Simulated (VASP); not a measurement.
# CdSe (I-4m2) in VASP: a series of runs

The runs below take CdSe through single point, with PBE.

Everything below comes from runs of VASP 6.6.1. Logs are shortened: lines on timing, memory, paths and dates and some standing lists are left out, and cuts for length are marked.

## Step 1: The cell of the first run

The structure is tetragonal, space group I-4m2 (No. 119). Conventional cell: a = 4.382 Å, b = 4.382 Å, c = 5.887 Å, α = 90.00°, β = 90.00°, γ = 90.00°. Within 3.5 Å of Cd (site symmetry -4m2) lie 4 Se at 2.64 Å. Se (site symmetry -4m2) has 4 Cd at 2.64 Å within 3.5 Å.

## Step 2: Single point, PBE (engineering shear strain xz +0.0000, normal strain along z -0.0500)

INCAR

```
SYSTEM = CdSe
ALGO     = Normal         ! electronic algorithm
EDIFF    = 1E-6           ! SCF threshold, eV
ENCUT    = 520            ! plane-wave cutoff, eV
GGA      = PE             ! functional
ISIF     = 2              ! what is computed and relaxed
ISMEAR   = 0              ! smearing method
LASPH    = .True.         ! aspherical terms in the spheres
LCHARG   = .False.        ! write CHGCAR
LREAL    = .False.        ! projectors in reciprocal space
LWAVE    = .False.        ! write WAVECAR
NBANDS   = 16             ! bands
NELM     = 60             ! most SCF steps
PREC     = Accurate       ! precision mode
SIGMA    = 0.05           ! smearing width, eV
```

KPOINTS

```
k-points
0
Gamma
  10 10 10
  0 0 0
```

POSCAR

```
CdSe
1.0
    0.0000000000      2.9434939398      3.0984146735
    3.0984146735      0.0000000000      3.0984146735
    3.0984146735      2.9434939398      0.0000000000
Cd Se
1 1
Direct
    0.0000000000      0.0000000000      0.0000000000
    0.7500000000      0.7500000000      0.7500000000
```

Potentials or basis: VASP PAW PBE potentials, release 64 (Cd, Se).

Launch:

```console
cat potpaw_PBE.64/Cd/POTCAR potpaw_PBE.64/Se/POTCAR > POTCAR
mpirun -np 1 vasp_std > vasp.out
```

OUTCAR:

```text
SYSTEM = CdSe
   EDIFF = 1E-6
   ENCUT = 520
   GGA = PE
   ISIF = 2
   ISMEAR = 0
   LASPH = .True.
   LREAL = .False.
   NELM = 60
   PREC = Accurate

 ion  position               nearest neighbor table
   1  0.000  0.000  0.000-   2 2.64   2 2.64   2 2.64   2 2.64
   2  0.750  0.750  0.750-   1 2.64   1 2.64   1 2.64   1 2.64

  LATTYP: Found a body centered tetragonal cell.
 ALAT       =     4.3818200531
 C/A-ratio  =     1.3435028842

  Lattice vectors:

 A1 = (   0.0000000000,  -2.9434939398,   3.0984146735)
 A2 = (   0.0000000000,  -2.9434939398,  -3.0984146735)
 A3 = (   3.0984146735,   2.9434939398,   0.0000000000)

Analysis of symmetry for initial positions (statically):
=====================================================================
 Subroutine PRICEL returns:
 Original cell was already a primitive cell.

 Routine SETGRP: Setting up the symmetry group for a
 body centered tetragonal supercell.

 Subroutine GETGRP returns: Found  8 space group operations
 (whereof  8 operations were pure point group operations)
 out of a pool of 16 trial point group operations.

The static configuration has the point symmetry D_2d.

Analysis of symmetry for dynamics (positions and initial velocities):
=====================================================================
 Subroutine PRICEL returns:
 Original cell was already a primitive cell.

 Routine SETGRP: Setting up the symmetry group for a
 body centered tetragonal supercell.

 Subroutine GETGRP returns: Found  8 space group operations
 (whereof  8 operations were pure point group operations)
 out of a pool of 16 trial point group operations.

The dynamic configuration has the point symmetry D_2d.

 Subroutine INISYM returns: Found  8 space group operations
 (whereof  8 operations are pure point group operations),
 and found     1 'primitive' translations

----------------------------------------------------------------------------------------

                                     Primitive cell

  volume of cell :      56.5161

  direct lattice vectors                    reciprocal lattice vectors
     0.000000000  2.943493940  3.098414674    -0.161372848  0.169866156  0.161372848
     3.098414674  0.000000000  3.098414674     0.161372848 -0.169866156  0.161372848
     3.098414674  2.943493940  0.000000000     0.161372848  0.169866156 -0.161372848

  length of vectors
     4.273678751  4.381820053  4.273678751     0.284494118  0.284494118  0.284494118

  position of ions in fractional coordinates (direct lattice)
     0.000000000  0.000000000  0.000000000
     0.750000000  0.750000000  0.750000000

  ion indices of the primitive-cell ions
   primitive index   ion index
                 1           1
                 2           2

----------------------------------------------------------------------------------------

 KPOINTS: k-points

Automatic generation of k-mesh.
 Grid dimensions read from file:
 generate k-points for:   10   10   10

 Generating k-lattice:

  Cartesian coordinates                     Fractional coordinates (reciprocal lattice)
    -0.016137285  0.016986616  0.016137285     0.100000000  0.000000000  0.000000000
     0.016137285 -0.016986616  0.016137285     0.000000000  0.100000000  0.000000000
     0.016137285  0.016986616 -0.016137285     0.000000000  0.000000000  0.100000000

  Length of vectors
     0.028449412  0.028449412  0.028449412

  Shift w.r.t. Gamma in fractional coordinates (k-lattice)
     0.000000000  0.000000000  0.000000000

 Subroutine IBZKPT returns following result:
 ===========================================

 Found    102 irreducible k-points:

 Following reciprocal coordinates:
            Coordinates               Weight
  0.000000  0.000000  0.000000      1.000000
  0.100000  0.000000  0.000000      8.000000
  0.200000  0.000000  0.000000      8.000000
  0.300000  0.000000 -0.000000      8.000000
  0.400000  0.000000  0.000000      8.000000
  0.500000  0.000000 -0.000000      4.000000
[... 16 lines left out ...]
  0.300000  0.300000  0.000000      4.000000
  0.400000  0.300000  0.000000     16.000000
 [... further k-points ...]
   k-points           NKPTS =    102   k-points in BZ     NKDIM =    102   number of bands    NBANDS=     16
   number of dos      NEDOS =    301   number of ions     NIONS =      2
   total plane-waves  NPLWV =  36864
   dimension x,y,z NGX =    32 NGY =   36 NGZ =   32
   dimension x,y,z NGXF=    64 NGYF=   72 NGZF=   64
   ions per type =               1   1
   NGX,Y,Z   is equivalent  to a cutoff of  12.45, 13.66, 12.45 a.u.
   NGXF,Y,Z  is equivalent  to a cutoff of  24.90, 27.32, 24.90 a.u.
 SYSTEM =  CdSe
   PREC   = accura    normal or accurate (medium, high low for compatibility)
   ISTART =      0    job   : 0-new  1-cont  2-samecut
   ICHARG =      2    charge: 1-file 2-atom 10-const
   ISPIN  =      1    spin polarized calculation?
   LNONCOLLINEAR =      F non collinear calculations
   LSORBIT =      F    spin-orbit coupling
   LASPH  =      T    aspherical Exc in radial PAW
   ENCUT  =  520.0 eV  38.22 Ry    6.18 a.u.   7.95  8.15  7.95*2*pi/ulx,y,z
   NELM   =     60;   NELMIN=  2; NELMDL= -5     # of ELM steps
   EDIFF  = 0.1E-05   stopping-criterion for ELM
   LREAL  =      F    real-space projection
[... 7 lines left out ...]
   TEBEG  =    0.0;   TEEND  =   0.0 temperature during run
   PSTRESS=    0.0 pullay stress
   NELECT =      18.0000    total number of electrons
   NUPDOWN=      -1.0000    fix difference up-down
   EMIN   =  10.00;   EMAX   =-10.00  energy-range for DOS
   EFERMI =   0.00;   METHOD = LEGACY
   ISMEAR =     0;   SIGMA  =   0.05  broadening in eV -4-tet -1-fermi 0-gaus
   EFERMI_NEDOS =   21; number of points for ismear=-14 and -15
   IALGO  =     38    algorithm
   IMIX   =      4    mixing-type and parameters
     AMIX     =   0.40;   BMIX     =  1.00
     AMIX_MAG =   1.60;   BMIX_MAG =  1.00
  volume/ion in A,a.u.               =      28.26       190.69
  Fermi-wavevector in a.u.,A,eV,Ry     =   1.117999  2.112713 17.006232  1.249923
  Thomas-Fermi vector in A             =   2.254627
   LORBIT       =      0    0 simple, 1 ext, 2 COOP (PROOUT), +10 PAW based schemes
   GGA     = PE    functional components
   LHFCALC =     F    Hartree Fock is set to
   AEXX    =    0.0000 exact exchange contribution
   IVDW    =     0    specifies the selected vdW correction
   LEPSILON=     F    determine dielectric tensor
   LRPA    =     F    only Hartree local field effects (RPA)
 non-spin polarized calculation
 Gauss-broadening in eV      SIGMA  =   0.05
  energy-cutoff  :      520.00
  volume of cell :       56.52
 maximum number of plane-waves:      1544
   NGX = 15   NGY = 17   NGZ = 15

 number of electron      18.0000003 magnetization

 Free energy of the ion-electron system (eV)
  ---------------------------------------------------
  ext. energy  EPLUGINS =         0.00000000
  ---------------------------------------------------
  free energy    TOTEN  =        -5.46802562 eV

  energy without entropy =       -5.46802562  energy(sigma->0) =       -5.46802562

 E-fermi :   1.2315     XC(G=0):  -8.8678

 val. band max:        0.9963787722   @ k =   0.0000   0.0000   0.0000
 cond. band min:       1.4947452015   @ k =   0.0000   0.0000   0.0000
 fundamental gap:      0.4983664293
 Fermi energy:         1.2314526038

 k-point     1 :       0.0000    0.0000    0.0000
  band No.  band energies     occupation
      1     -11.6593      2.00000
      2      -7.0193      2.00000
      3      -7.0193      2.00000
      4      -6.9982      2.00000
      5      -6.6525      2.00000
      6      -6.6389      2.00000
[... 8 lines left out ...]
     15      11.6163      0.00000
     16      12.2647      0.00000

 k-point     2 :       0.1000    0.0000    0.0000
  band No.  band energies     occupation
      1     -11.6246      2.00000
      2      -7.0084      2.00000
      3      -6.9997      2.00000
      4      -6.9770      2.00000
      5      -6.6523      2.00000
      6      -6.6403      2.00000
[... 8 lines left out ...]
     15      11.1712      0.00000
     16      11.5943      0.00000

 k-point     3 :       0.2000    0.0000    0.0000
  band No.  band energies     occupation
      1     -11.5329      2.00000
      2      -6.9818      2.00000
      3      -6.9673      2.00000
      4      -6.8839      2.00000
      5      -6.6488      2.00000
      6      -6.6420      2.00000
[... 8 lines left out ...]
     15      10.9042      0.00000
     16      11.5364      0.00000

 k-point     4 :       0.3000    0.0000   -0.0000
  band No.  band energies     occupation
      1     -11.4183      2.00000
      2      -6.9544      2.00000
      3      -6.9358      2.00000
      4      -6.7099      2.00000
      5      -6.6377      2.00000
      6      -6.6355      2.00000
[... 8 lines left out ...]
     15      11.1915      0.00000
     16      11.3876      0.00000

 k-point     5 :       0.4000    0.0000    0.0000
  band No.  band energies     occupation
      1     -11.3249      2.00000
      2      -6.9376      2.00000
      3      -6.9150      2.00000
      4      -6.6369      2.00000
      5      -6.6221      2.00000
      6      -6.4757      2.00000
[... 8 lines left out ...]
     15      12.1067      0.00000
     16      12.2350      0.00000

 k-point     6 :       0.5000    0.0000   -0.0000
  band No.  band energies     occupation
      1     -11.2891      2.00000
      2      -6.9325      2.00000
      3      -6.9083      2.00000
      4      -6.6317      2.00000
      5      -6.6144      2.00000
      6      -6.3560      2.00000
[... 8 lines left out ...]
     15      12.8388      0.00000
     16      13.2210      0.00000
[... 267 lines left out ...]
 k-point    21 :      -0.3000    0.2000    0.0000
  band No.  band energies     occupation
      1     -11.2916      2.00000
      2      -6.9108      2.00000
      3      -6.8815      2.00000
      4      -6.6655      2.00000
      5      -6.6456      2.00000
      6      -6.4249      2.00000
[... 8 lines left out ...]
     15      12.2376      0.00000
     16      13.3172      0.00000

 k-point    22 :      -0.2000    0.2000    0.0000
  band No.  band energies     occupation
      1     -11.3780      2.00000
      2      -6.9327      2.00000
      3      -6.9117      2.00000
      4      -6.7164      2.00000
      5      -6.6574      2.00000
      6      -6.5718      2.00000
[... 8 lines left out ...]
     15      12.2428      0.00000
     16      13.1804      0.00000

 k-point    23 :       0.3000    0.3000    0.0000
  band No.  band energies     occupation
      1     -11.3468      2.00000
      2      -6.8681      2.00000
      3      -6.8343      2.00000
      4      -6.8186      2.00000
      5      -6.6297      2.00000
      6      -6.5985      2.00000
[... 8 lines left out ...]
     15      12.6929      0.00000
     16      14.9414      0.00000

 k-point    24 :       0.4000    0.3000    0.0000
  band No.  band energies     occupation
      1     -11.2744      2.00000
      2      -6.8549      2.00000
      3      -6.8137      2.00000
      4      -6.7680      2.00000
      5      -6.6073      2.00000
      6      -6.4997      2.00000
[... 8 lines left out ...]
     15      13.0283      0.00000
     16      14.6525      0.00000

 [... further k-points ...]
[... 5 lines left out ...]
  --------------------------------------------------------------------------------------
  -------------------------------------------------------------------------------------
  Total        0.9181996      1.1507035      0.9181996      0.0000000      0.0000000      0.0000000
  in kB       26.0300784     32.6213392     26.0300784      0.0000000      0.0000000      0.0000000
  external PRESSURE =      28.2271653 kB  Pullay stress =       0.0000000 kB

 VOLUME and BASIS-vectors are now :
 -----------------------------------------------------------------------------
  energy-cutoff  :      520.00
  volume of cell :       56.52
      direct lattice vectors                 reciprocal lattice vectors
     0.000000000  2.943493940  3.098414674    -0.161372848  0.169866156  0.161372848
     3.098414674  0.000000000  3.098414674     0.161372848 -0.169866156  0.161372848
     3.098414674  2.943493940  0.000000000     0.161372848  0.169866156 -0.161372848

 POSITION                                       TOTAL-FORCE (eV/Angst)
 -----------------------------------------------------------------------------------
      0.00000      0.00000      0.00000         0.000000     -0.000000      0.000000
      4.64762      4.41524      4.64762         0.000000      0.000000     -0.000000
 -----------------------------------------------------------------------------------
    total drift:                                0.000001      0.000002      0.000001

  FREE ENERGIE OF THE ION-ELECTRON SYSTEM (eV)
  ---------------------------------------------------
  free  energy   TOTEN  =        -5.4680256168 eV

  energy  without entropy=       -5.4680256168  energy(sigma->0) =       -5.46802562
```

It took 2.2 min on 1 thread of Intel Xeon 8259CL, shared host; peak memory 0.25 GiB.

What came out:

```
Free energy            : -5.4680 eV
Pressure               : 2.8 GPa
Band gap on the k mesh : 0.50 eV
```

Levels at points of the mesh, in eV from the valence-band top:
```tsv
k point	band 7	band 8	band 9	band 10	band 11	band 12
(0.00, 0.00, 0.00)	-0.14	-0.14	0.00	0.50	5.85	5.86
(0.50, 0.00, 0.00)	-4.45	-0.94	-0.73	2.28	6.18	6.56
(0.50, 0.50, 0.00)	-4.24	-1.89	-1.81	3.11	3.81	8.83
(0.50, 0.00, 0.50)	-3.96	-2.07	-2.07	2.96	3.37	9.31
```

Caveat: the cell differs from its parent crystal (engineering shear strain xz +0.0000, normal strain along z -0.0500); semilocal functionals underestimate gaps, and a narrow one can read as zero.

## Step 3: Single point, PBE (engineering shear strain xz +0.0000, normal strain along z +0.1000)

INCAR

```
SYSTEM = CdSe
ALGO = Normal ; EDIFF = 1E-6
ENCUT = 520 ; GGA = PE
ISIF = 2 ; ISMEAR = 0
LASPH = .TRUE. ; LCHARG = .FALSE.
LREAL = .FALSE. ; LWAVE = .FALSE.
NBANDS = 16 ; NELM = 80
PREC = Accurate ; SIGMA = 0.05
```

KPOINTS

```
k-points
0
G
  10 10 10
  0 0 0
```

POSCAR

```
CdSe
1.0
    0.0000000000      3.4082561409      3.0984146735
    3.0984146735      0.0000000000      3.0984146735
    3.0984146735      3.4082561409      0.0000000000
Cd Se
1 1
Direct
    0.0000000000      0.0000000000      0.0000000000
    0.7500000000      0.7500000000      0.7500000000
```

Potentials or basis: VASP PAW PBE potentials, release 64 (Cd, Se).

Launch:

```console
cat potpaw_PBE.64/Cd/POTCAR potpaw_PBE.64/Se/POTCAR > POTCAR
mpirun -np 1 vasp_std > vasp.out
```

Run time: 2.3 min. Hardware: 1 thread of Intel Xeon 8259CL, shared host; peak memory 0.28 GiB.

Results (log left out):

* Free energy: -5.4100 eV
* Pressure: -3.4 GPa
* Band gap on the k mesh: 0.16 eV

Stress tensor (GPa, compression positive):
```
-2.63  0.00  0.00
 0.00 -4.86  0.00
 0.00  0.00 -2.63
```

Levels at points of the mesh, in eV from the valence-band top:
```csv
k point,band 7,band 8,band 9,band 10,band 11,band 12
"(0.00, 0.00, 0.00)",-0.30,0.00,0.00,0.16,5.82,5.82
"(0.50, 0.00, 0.00)",-3.67,-0.84,-0.46,2.02,6.06,6.57
"(0.50, 0.50, 0.00)",-3.37,-1.62,-1.53,3.21,3.21,8.55
"(0.50, 0.00, 0.50)",-3.82,-1.25,-1.25,3.46,3.87,7.90
```

Caveat: the cell differs from its parent crystal (engineering shear strain xz +0.0000, normal strain along z +0.1000); the cell stands under tension; semilocal functionals underestimate gaps, and a narrow one can read as zero.

## Step 4: Single point, PBE (engineering shear strain xz +0.0000, normal strain along z +0.1500)

INCAR

```
SYSTEM = CdSe
PREC     = Accurate       ! precision mode
ENCUT    = 520            ! plane-wave cutoff, eV
EDIFF    = 1E-6           ! SCF threshold, eV
ISMEAR   = 0              ! smearing method
SIGMA    = 0.05           ! smearing width, eV
LREAL    = .False.        ! projectors in reciprocal space
LASPH    = .True.         ! aspherical terms in the spheres
NELM     = 100            ! most SCF steps
ALGO     = Normal         ! electronic algorithm
ISIF     = 2              ! what is computed and relaxed
LWAVE    = .False.        ! write WAVECAR
LCHARG   = .False.        ! write CHGCAR
GGA      = PE             ! functional
NBANDS   = 16             ! bands
```

KPOINTS

```
regular mesh
0
Gamma
  10 10 10
  0 0 0
```

POSCAR

```
CdSe
1.0
    0.0000000000      3.5631768745      3.0984146735
    3.0984146735      0.0000000000      3.0984146735
    3.0984146735      3.5631768745      0.0000000000
Cd Se
1 1
Direct
    0.0000000000      0.0000000000      0.0000000000
    0.7500000000      0.7500000000      0.7500000000
```

Launch:

```console
cat potpaw_PBE.64/Cd/POTCAR potpaw_PBE.64/Se/POTCAR > POTCAR
mpirun -np 1 vasp_std > vasp.out
```

Run time: 2.2 min. Hardware: 1 thread of Intel Xeon 8259CL, shared host; peak memory 0.28 GiB.

It converged, with:

- Free energy: -5.3002 eV
- Pressure: -4.6 GPa
- Band gap on the k mesh: zero (filled and empty bands touch)

Stress tensor (GPa, compression positive):
```
-3.40  0.00  0.00
 0.00 -6.91  0.00
 0.00  0.00 -3.40
```

Levels at points of the mesh, in eV from the Fermi level:
```tsv
k point	band 5	band 6	band 7	band 8	band 9	band 10	band 11	band 12	band 13	band 14
(0.00, 0.00, 0.00)	-7.46	-7.45	-0.48	-0.04	-0.02	-0.02	5.74	5.74	5.84	8.61
(0.50, 0.00, 0.00)	-7.43	-7.29	-3.52	-0.93	-0.39	1.82	5.89	6.58	6.59	9.29
(0.50, 0.50, 0.00)	-7.42	-7.21	-3.20	-1.61	-1.50	2.95	3.17	8.06	8.33	9.08
(0.50, 0.00, 0.50)	-7.44	-7.34	-3.82	-1.09	-1.09	3.52	3.83	7.52	8.95	8.95
```

Caveat: the cell differs from its parent crystal (engineering shear strain xz +0.0000, normal strain along z +0.1500); the cell stands under tension; semilocal functionals underestimate gaps, and a narrow one can read as zero.

## Step 5: Overview

```tsv
cell	gap on the mesh (eV)	pressure (GPa)
a = 4.274, b = 4.382 Å, angles 59.2, 61.7, 59.2°, 2 atoms	0.50	2.8
a = 4.606, b = 4.382 Å, angles 61.6, 56.8, 61.6°, 2 atoms	0.16	-3.4
a = 4.722, b = 4.382 Å, angles 62.4, 55.3, 62.4°, 2 atoms	none	-4.6
```

Alike in all rows: task single point; level PBE; potentials or basis VASP PAW PBE potentials, release 64 (Cd, Se); no spin polarisation; k mesh 10 × 10 × 10; cutoff (eV) 520; smearing gaussian 0.05 eV.

Caveats: semilocal functionals underestimate gaps, and a narrow one can read as zero; the cell stands under tension (at least some runs).

Total energies depend on the potentials used, so only differences within one code and one set of settings carry meaning.

The gap in the log of VASP goes by the Fermi energy; the results here count the filled bands.